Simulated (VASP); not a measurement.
# SnO in VASP: notebook

The runs below take SnO through single point, with PBE.

Everything below comes from runs of VASP 6.6.1. Logs are shortened: lines on timing, memory, paths and dates and some standing lists are left out, and cuts for length are marked.

## (1) The cell of the first run

The typed cell holds 8 atoms: a = 3.799 Å, b = 3.799 Å, c = 11.454 Å, α = 90.00°, β = 90.00°, γ = 97.68°.

## (2) Single point, PBE (z stretched by +3 %, then relaxed in part)

Contents of INCAR:

```
PREC = Accurate ; ENCUT = 520
EDIFF = 1E-6 ; ISMEAR = -1
SIGMA = 0.02 ; LREAL = F
LASPH = T ; NELM = 60
ALGO = Normal ; ISIF = 2
LWAVE = F ; LCHARG = F
GGA = PE ; NBANDS = 50
```

Contents of KPOINTS:

```
Automatic mesh
0
Gamma
  8 8 3
```

Contents of POSCAR:

```
SnO
1.0
    2.5000000000     -2.8600000000      0.0000000000
    2.5000000000      2.8600000000      0.0000000000
    0.0000000000      0.0000000000     11.4536000000
Sn O
4 4
Direct
    0.0000077765     -0.0000077765     -0.0171987821
   -0.0000077765      0.0000077765      0.4828012179
    0.4998704941      0.5001295059      0.2741961428
    0.5001295059      0.4998704941      0.7741961428
    0.9999878635      0.4999832378      0.3785013197
    0.0000121365      0.5000167622      0.8785013197
    0.5000167622      0.0000121365      0.3785013197
    0.4999832378      0.9999878635      0.8785013197
```

Potentials or basis: VASP PAW PBE potentials, release 64 (Sn_d, O).

Launch:

```sh
cat potpaw_PBE.64/Sn_d/POTCAR potpaw_PBE.64/O/POTCAR > POTCAR
mpirun -np 1 vasp_std > vasp.out
```

OUTCAR:

```text
PREC = Accurate
   ENCUT = 520
   EDIFF = 1E-6
   ISMEAR = -1
   LREAL = F
   LASPH = T
   NELM = 60
   ISIF = 2
   GGA = PE

 ion  position               nearest neighbor table
   1  0.000  1.000  0.983-   6 2.24   8 2.24   6 2.24   8 2.24   4 3.46   4 3.46   4 3.73   4 3.73

   2  1.000  0.000  0.483-   5 2.24   7 2.24   7 2.24   5 2.24   3 3.46   3 3.46   3 3.73   3 3.73

   3  0.500  0.500  0.274-   5 2.24   7 2.24   5 2.24   7 2.24   2 3.46   2 3.46   2 3.73   2 3.73

   4  0.500  0.500  0.774-   6 2.24   8 2.24   8 2.24   6 2.24   1 3.46   1 3.46   1 3.73   1 3.73

   5  1.000  0.500  0.379-   3 2.24   2 2.24   2 2.24   3 2.24
   6  0.000  0.500  0.879-   4 2.24   1 2.24   1 2.24   4 2.24
   7  0.500  0.000  0.379-   3 2.24   2 2.24   2 2.24   3 2.24
   8  0.500  1.000  0.879-   4 2.24   1 2.24   1 2.24   4 2.24

  LATTYP: Found a base centered orthorhombic cell.
 ALAT       =     5.0000000000
 B/A-ratio  =     1.1440000000
 C/A-ratio  =     2.2907200000

  Lattice vectors:

 A1 = (   2.5000000000,  -2.8600000000,   0.0000000000)
 A2 = (   2.5000000000,   2.8600000000,   0.0000000000)
 A3 = (   0.0000000000,   0.0000000000,  11.4536000000)

Analysis of symmetry for initial positions (statically):
=====================================================================
 Subroutine PRICEL returns:
 Original cell was already a primitive cell.

 Routine SETGRP: Setting up the symmetry group for a
 base centered orthorhombic supercell.

 Subroutine GETGRP returns: Found  4 space group operations
 (whereof  2 operations were pure point group operations)
 out of a pool of  8 trial point group operations.

The static configuration has the point symmetry C_1h.
 The point group associated with its full space group is C_2v.

Analysis of symmetry for dynamics (positions and initial velocities):
=====================================================================
 Subroutine PRICEL returns:
 Original cell was already a primitive cell.

 Routine SETGRP: Setting up the symmetry group for a
 base centered orthorhombic supercell.

 Subroutine GETGRP returns: Found  4 space group operations
 (whereof  2 operations were pure point group operations)
 out of a pool of  8 trial point group operations.

The dynamic configuration has the point symmetry C_1h.
 The point group associated with its full space group is C_2v.

 Subroutine INISYM returns: Found  4 space group operations
 (whereof  2 operations are pure point group operations),
 and found     1 'primitive' translations

----------------------------------------------------------------------------------------

                                     Primitive cell

  volume of cell :     163.7865

  direct lattice vectors                    reciprocal lattice vectors
     2.500000000 -2.860000000  0.000000000     0.200000000 -0.174825175  0.000000000
     2.500000000  2.860000000  0.000000000     0.200000000  0.174825175  0.000000000
     0.000000000  0.000000000 11.453600000     0.000000000  0.000000000  0.087308794

  length of vectors
     3.798631332  3.798631332 11.453600000     0.265638555  0.265638555  0.087308794

  position of ions in fractional coordinates (direct lattice)
     0.000007776  0.999992224  0.982801218
     0.999992224  0.000007776  0.482801218
     0.499870494  0.500129506  0.274196143
     0.500129506  0.499870494  0.774196143
     0.999987864  0.499983238  0.378501320
     0.000012136  0.500016762  0.878501320
     0.500016762  0.000012136  0.378501320
     0.499983238  0.999987864  0.878501320

  ion indices of the primitive-cell ions
   primitive index   ion index
                 1           1
                 2           2
                 3           3
                 4           4
                 5           5
                 6           6
                 7           7
                 8           8

----------------------------------------------------------------------------------------

 KPOINTS: Automatic mesh

Automatic generation of k-mesh.
 Grid dimensions read from file:
 generate k-points for:    8    8    3

 Generating k-lattice:

  Cartesian coordinates                     Fractional coordinates (reciprocal lattice)
     0.025000000 -0.021853147  0.000000000     0.125000000  0.000000000  0.000000000
     0.025000000  0.021853147  0.000000000     0.000000000  0.125000000  0.000000000
     0.000000000  0.000000000  0.029102931     0.000000000  0.000000000  0.333333333

  Length of vectors
     0.033204819  0.033204819  0.029102931

  Shift w.r.t. Gamma in fractional coordinates (k-lattice)
     0.000000000  0.000000000  0.000000000

 Subroutine IBZKPT returns following result:
 ===========================================

 Found     42 irreducible k-points:

 Following reciprocal coordinates:
            Coordinates               Weight
  0.000000  0.000000  0.000000      1.000000
  0.125000  0.000000  0.000000      4.000000
  0.250000  0.000000  0.000000      4.000000
  0.375000  0.000000  0.000000      4.000000
  0.500000  0.000000  0.000000      2.000000
  0.125000  0.125000  0.000000      2.000000
[... 16 lines left out ...]
  0.125000  0.000000  0.333333      8.000000
  0.250000  0.000000  0.333333      8.000000
 [... further k-points ...]
   k-points           NKPTS =     42   k-points in BZ     NKDIM =     42   number of bands    NBANDS=     50
   number of dos      NEDOS =    301   number of ions     NIONS =      8
   total plane-waves  NPLWV =  70560
   dimension x,y,z NGX =    28 NGY =   28 NGZ =   90
   dimension x,y,z NGXF=    56 NGYF=   56 NGZF=  180
   ions per type =               4   4
   NGX,Y,Z   is equivalent  to a cutoff of  12.25, 12.25, 13.06 a.u.
   NGXF,Y,Z  is equivalent  to a cutoff of  24.51, 24.51, 26.13 a.u.
 SYSTEM =  unknown system
   PREC   = accura    normal or accurate (medium, high low for compatibility)
   ISTART =      0    job   : 0-new  1-cont  2-samecut
   ICHARG =      2    charge: 1-file 2-atom 10-const
   ISPIN  =      1    spin polarized calculation?
   LNONCOLLINEAR =      F non collinear calculations
   LSORBIT =      F    spin-orbit coupling
   LASPH  =      T    aspherical Exc in radial PAW
   ENCUT  =  520.0 eV  38.22 Ry    6.18 a.u.   7.06  7.06 21.30*2*pi/ulx,y,z
   NELM   =     60;   NELMIN=  2; NELMDL= -5     # of ELM steps
   EDIFF  = 0.1E-05   stopping-criterion for ELM
   LREAL  =      F    real-space projection
   EDIFFG = 0.1E-04   stopping-criterion for IOM
   NSW    =      0    number of steps for IOM
   IBRION =     -1    ionic relax: 0-MD 1-quasi-New 2-CG
   NFREE  =      0    steps in history (QN), initial steepest desc. (CG)
   ISIF   =      2    stress and relaxation
   ISYM   =      2    0-nonsym 1-usesym 2-fastsym
   POTIM  = 0.5000    time-step for ionic-motion
   TEBEG  =    0.0;   TEEND  =   0.0 temperature during run
   PSTRESS=    0.0 pullay stress
   NELECT =      80.0000    total number of electrons
   NUPDOWN=      -1.0000    fix difference up-down
   EMIN   =  10.00;   EMAX   =-10.00  energy-range for DOS
   EFERMI =   0.00;   METHOD = LEGACY
   ISMEAR =    -1;   SIGMA  =   0.02  broadening in eV -4-tet -1-fermi 0-gaus
   EFERMI_NEDOS =   21; number of points for ismear=-14 and -15
   IALGO  =     38    algorithm
   IMIX   =      4    mixing-type and parameters
     AMIX     =   0.40;   BMIX     =  1.00
     AMIX_MAG =   1.60;   BMIX_MAG =  1.00
  volume/ion in A,a.u.               =      20.47       138.16
  Fermi-wavevector in a.u.,A,eV,Ry     =   1.289275  2.436376 22.616004  1.662229
  Thomas-Fermi vector in A             =   2.421178
   LORBIT       =      0    0 simple, 1 ext, 2 COOP (PROOUT), +10 PAW based schemes
   GGA     = PE    functional components
   LHFCALC =     F    Hartree Fock is set to
   AEXX    =    0.0000 exact exchange contribution
   IVDW    =     0    specifies the selected vdW correction
   LEPSILON=     F    determine dielectric tensor
   LRPA    =     F    only Hartree local field effects (RPA)
 non-spin polarized calculation
  energy-cutoff  :      520.00
  volume of cell :      163.79
 maximum number of plane-waves:      4476
   NGX = 15   NGY = 15   NGZ = 43

 number of electron      80.0000030 magnetization

 Free energy of the ion-electron system (eV)
  ---------------------------------------------------
  ext. energy  EPLUGINS =         0.00000000
  ---------------------------------------------------
  free energy    TOTEN  =       -44.67959831 eV

  energy without entropy =      -44.67959831  energy(sigma->0) =      -44.67959831

 E-fermi :   5.6687     XC(G=0):  -9.3379

 val. band max:        5.2667148350   @ k =   0.0000   0.0000   0.0000
 cond. band min:       6.2214809245   @ k =   0.5000   0.5000   0.0000
 fundamental gap:      0.9547660896
 Fermi energy:         5.6686771879

 k-point     1 :       0.0000    0.0000    0.0000
  band No.  band energies     occupation
      1     -16.3143      2.00000
      2     -16.3123      2.00000
      3     -15.9823      2.00000
      4     -15.9760      2.00000
      5     -15.9739      2.00000
      6     -15.9736      2.00000
[... 42 lines left out ...]
     49      10.8650      0.00000
     50      11.3541      0.00000

 k-point     2 :       0.1250    0.0000    0.0000
  band No.  band energies     occupation
      1     -16.3086      2.00000
      2     -16.3070      2.00000
      3     -15.9791      2.00000
      4     -15.9757      2.00000
      5     -15.9735      2.00000
      6     -15.9719      2.00000
[... 42 lines left out ...]
     49      10.8155      0.00000
     50      11.1214      0.00000

 k-point     3 :       0.2500    0.0000    0.0000
  band No.  band energies     occupation
      1     -16.2927      2.00000
      2     -16.2921      2.00000
      3     -16.0467      2.00000
      4     -16.0428      2.00000
      5     -15.9708      2.00000
      6     -15.9672      2.00000
[... 1102 lines left out ...]
     49      10.7120      0.00000
     50      11.4625      0.00000

 k-point    24 :       0.2500    0.0000    0.3333
  band No.  band energies     occupation
      1     -16.2926      2.00000
      2     -16.2923      2.00000
      3     -16.0458      2.00000
      4     -16.0438      2.00000
      5     -15.9699      2.00000
      6     -15.9681      2.00000
[... 42 lines left out ...]
     49      10.5624      0.00000
     50      10.6114      0.00000

 [... further k-points ...]
[... 5 lines left out ...]
  --------------------------------------------------------------------------------------
  -------------------------------------------------------------------------------------
  Total       12.8728594     -6.0311903     -0.4625622      0.0000000      0.0000000      0.0000000
  in kB      125.9237238    -58.9977660     -4.5248341      0.0000000      0.0000000      0.0000000
  external PRESSURE =      20.8003746 kB  Pullay stress =       0.0000000 kB

 VOLUME and BASIS-vectors are now :
 -----------------------------------------------------------------------------
  energy-cutoff  :      520.00
  volume of cell :      163.79
      direct lattice vectors                 reciprocal lattice vectors
     2.500000000 -2.860000000  0.000000000     0.200000000 -0.174825175  0.000000000
     2.500000000  2.860000000  0.000000000     0.200000000  0.174825175  0.000000000
     0.000000000  0.000000000 11.453600000     0.000000000  0.000000000  0.087308794

 POSITION                                       TOTAL-FORCE (eV/Angst)
 -----------------------------------------------------------------------------------
      2.50000      2.85996     11.25661         0.000000     -0.000024      0.095590
      2.50000     -2.85996      5.52981         0.000000      0.000024      0.095590
      2.50000      0.00074      3.14053         0.000000     -0.002625     -0.094928
      2.50000     -0.00074      8.86733         0.000000      0.002625     -0.094928
      3.74993     -1.43001      4.33520         0.000387      0.001264     -0.000331
      1.25007      1.43001     10.06200        -0.000387     -0.001264     -0.000331
      1.25007     -1.43001      4.33520        -0.000387      0.001264     -0.000331
      3.74993      1.43001     10.06200         0.000387     -0.001264     -0.000331
 -----------------------------------------------------------------------------------
    total drift:                                0.000001     -0.000000     -0.000372

  FREE ENERGIE OF THE ION-ELECTRON SYSTEM (eV)
  ---------------------------------------------------
  free  energy   TOTEN  =       -44.6795983114 eV

  energy  without entropy=      -44.6795983114  energy(sigma->0) =      -44.67959831
```

It took 4.9 min on 1 thread of Intel Xeon Platinum 8488C (Sapphire Rapids), shared host; peak memory 0.39 GiB.

What came out:

```yaml
Free_energy: -44.6796 eV
Pressure: 2.1 GPa
Largest_force: 0.096 eV/Å
Band_gap_on_the_k_mesh: 0.95 eV
```

Forces in eV/Å, atoms in the order of the input:
```
Sn   0.000  0.000  0.096
Sn   0.000  0.000  0.096
Sn   0.000 -0.003 -0.095
Sn   0.000  0.003 -0.095
O    0.000  0.001  0.000
O    0.000 -0.001  0.000
O    0.000  0.001  0.000
O    0.000 -0.001  0.000
```

Caveat: the cell differs from its parent crystal (z stretched by +3 %, then relaxed in part); spin-orbit coupling is left out, which moves the levels of the heavy elements.

(Part 1 of 2 ends here.)
